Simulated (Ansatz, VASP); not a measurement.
Given: the input of a run of Ansatz 0.2.0 on BAs.

The input input.yaml:

```yaml
crystal:
  lattice:
    - [2.12754933, 0.0, 0.0]
    - [0.0, 3.17406294, 0.0]
    - [0.0, 0.0, 4.95098018]
  atoms:
    - { symbol: B, position: [0.0, 0.5, 0.0] }
    - { symbol: As, position: [0.5, 0.5, 0.5] }
hamiltonian:
  xc: rpbe
  pseudopotentials: { kind: paw }
  dispersion: d3bj
kpoints:
  mp_grid: { grid: [12, 8, 6] }
scf:
  occupations: { method: fermi_dirac, width: 0.05 }
output:
  forces: true
  stress: true
  eigenvalues: true
relax:
  f_tol: 0.01
  max_steps: 40
  cell: { stress_tol: 0.05 }
```

Potentials or basis: Ansatz PAW.

The run is started by

```sh
$ ansatz run input.yaml --threads 2 --pin off --max-ram 5632MiB --backend cpu --events-out ev --progress --plain --runs-dir out
```

**Question.** Set up the same calculation for VASP 6.6.1. Potentials there: VASP PAW PBE potentials, release 64 (B, As).

**Answer.** As run (the cutoff follows the program's own potentials):

INCAR

```
ALGO = Normal ; EDIFF = 1E-6
EDIFFG = -0.01 ; ENCUT = 600
GGA = RP ; IBRION = 2
ISIF = 3 ; ISMEAR = -1
IVDW = 12 ; LASPH = T
LCHARG = F ; LREAL = F
LWAVE = F ; NELM = 60
NSW = 60 ; PREC = Accurate
SIGMA = 0.05
```

KPOINTS

```
k-points
0
Gamma
  12 8 6
```

Contents of POSCAR:

```
BAs
1.0
    2.1275493300      0.0000000000      0.0000000000
    0.0000000000      3.1740629400      0.0000000000
    0.0000000000      0.0000000000      4.9509801800
B As
1 1
Direct
    0.0000000000      0.5000000000      0.0000000000
    0.5000000000      0.5000000000      0.5000000000
```

Potentials or basis: VASP PAW PBE potentials, release 64 (B, As).

The run is started by

```sh
$ cat potpaw_PBE.64/B/POTCAR potpaw_PBE.64/As/POTCAR > POTCAR
$ mpirun -np 1 vasp_std > vasp.out
```

Both were run:

|  | VASP | Ansatz | Ansatz less VASP |
| --- | --- | --- | --- |
| gap on the k mesh at the Fermi level, each at its own relaxed structure (eV) | none | none | - |
| relaxed volume (Å³/atom) | 13.69 | 13.66 | -0.022 |
| relaxed cell length with the largest relative difference (Å) | 2.405 | 2.401 | -0.0034 |

VASP's potentials were made for PBE, not for RPBE. A gap of «none» marks a metal or a gap that the smearing closes. VASP's potentials hold 8 valence electrons a cell and Ansatz's 18, so a difference there can come from the potentials and not from the codes.

Noted on VASP's run: the volume moved by over 15 % at a fixed basis, so the end points are rough. Noted on Ansatz's run: the volume moved by over 15 % at a fixed basis, so the end points are rough; the plane-wave basis is chosen anew once the cell has moved, so the energies of steps on either side of that aren't comparable.
